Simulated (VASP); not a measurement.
Input of a VASP 6.6.1 run:

Contents of INCAR:

```
SYSTEM = Ti
PREC = Accurate
ENCUT = 600
EDIFF = 1E-6
ISMEAR = 0
SIGMA = 0.1
LREAL = .False.
LASPH = .True.
NELM = 60
ALGO = Fast
ISIF = 3
LWAVE = .False.
LCHARG = .False.
GGA = PS
IBRION = 2
NSW = 70
EDIFFG = -0.008
PSTRESS = -20.0
```

Contents of KPOINTS:

```
Automatic mesh
0
Gamma
  12 12 14
  0 0 0
```

File POSCAR:

```
Ti
1.0
    4.5441681217      0.0000000000      0.0000000000
   -2.2720840609      3.9353650325      0.0000000000
    0.0000000000      0.0000000000      2.8166936630
Ti
3
Direct
    0.0000000000      0.0000000000      0.0000000000
    0.3333333333      0.6666666667      0.5000000000
    0.6666666667      0.3333333333      0.5000000000
```

Potentials or basis: VASP PAW PBE potentials, release 64 (Ti_sv).

Command:

```sh
$ cat potpaw_PBE.64/Ti_sv/POTCAR > POTCAR
$ mpirun -np 1 vasp_std > vasp.out
```

**Question.** What does it give for the band gap on the k mesh?

**Answer.** Zero (band 18 reaches 8.73 eV, above the bottom of band 19 at 8.41 eV).

**Question.** Estimate the relaxed volume.

**Answer.** 16.73 Å³/atom.

Final structure:
```
CELL_PARAMETERS angstrom
4.53874 0.00000 0.00000
-2.26937 3.93066 0.00000
0.00000 0.00000 2.81294
ATOMIC_POSITIONS crystal
Ti 0.00000 0.00000 0.00000
Ti 0.33333 0.66667 0.50000
Ti 0.66667 0.33333 0.50000
```

Caveat: the cell is relaxed towards a set pressure, so the enthalpy falls and the energy may rise; the PAW data sets were made with another functional, which shifts forces and pressure a little.
